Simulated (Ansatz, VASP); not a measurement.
**NbTe: VASP beside Ansatz**

File INCAR:

```
SYSTEM = NbTe
PREC = Accurate ; ENCUT = 500
EDIFF = 1E-6 ; ISMEAR = 0
SIGMA = 0.023 ; LREAL = .False.
LASPH = .True. ; NELM = 120
ALGO = Normal ; ISIF = 2
LWAVE = .False. ; LCHARG = .False.
GGA = PE ; NBANDS = 16
GGA_COMPAT = .False.
```

Contents of KPOINTS:

```
regular mesh
0
Gamma
  8 8 7
  0 0 0
```

File POSCAR:

```
NbTe
1.0
    3.7029743866      0.0000000000      0.0000000000
   -1.8514871933      3.2068698884      0.0000000000
    0.0000000000      0.0000000000      3.6942110000
Te Nb
1 1
Direct
    0.6666666667      0.3333333333      0.0000000000
    0.0000000000      0.0000000000      0.5000000000
```

The input input.yaml:

```yaml
crystal:
  lattice:
    - [3.7029743866, 0.0, 0.0]
    - [-1.8514871933, 3.2068698884, 0.0]
    - [0.0, 0.0, 3.694211]
  atoms:
    - { symbol: Te, position: [0.6666666667, 0.3333333333, 0.0] }
    - { symbol: Nb, position: [0.0, 0.0, 0.5] }
hamiltonian:
  xc: pbe
  pseudopotentials: { kind: paw }
kpoints:
  mp_grid: { grid: [8, 8, 7] }
scf:
  occupations: { method: gaussian, width: 0.023 }
output:
  forces: true
  stress: true
  eigenvalues: true
```

Alike in both runs: task single point; functional PBE; k mesh 8 × 8 × 7; occupations gaussian, width 0.023 eV; no spin polarisation.

```csv
,VASP,Ansatz
version,VASP 6.6.1,Ansatz 0.2.0
potentials or method,"VASP PAW PBE potentials, release 64 (Te, Nb_sv)",Ansatz PAW
plane-wave cutoff (eV),500,420
valence electrons in the cell,19,29
```

Ansatz gave:

```
gap on the k mesh at the Fermi level (eV)                     : none
pressure (GPa)                                                : -0.6
traceless stress, the component that is largest in VASP (GPa) : 0.80
```

Task: Which values does VASP return?

Result: gap on the k mesh at the Fermi level (eV): none; pressure (GPa): -0.9; traceless stress, the component that is largest in VASP (GPa): 0.75.

A gap of «none» marks a metal or a gap that the smearing closes. VASP's potentials hold 19 valence electrons a cell and Ansatz's 29, so a difference there can come from the potentials and not from the codes.

Neither program's run includes spin-orbit coupling.
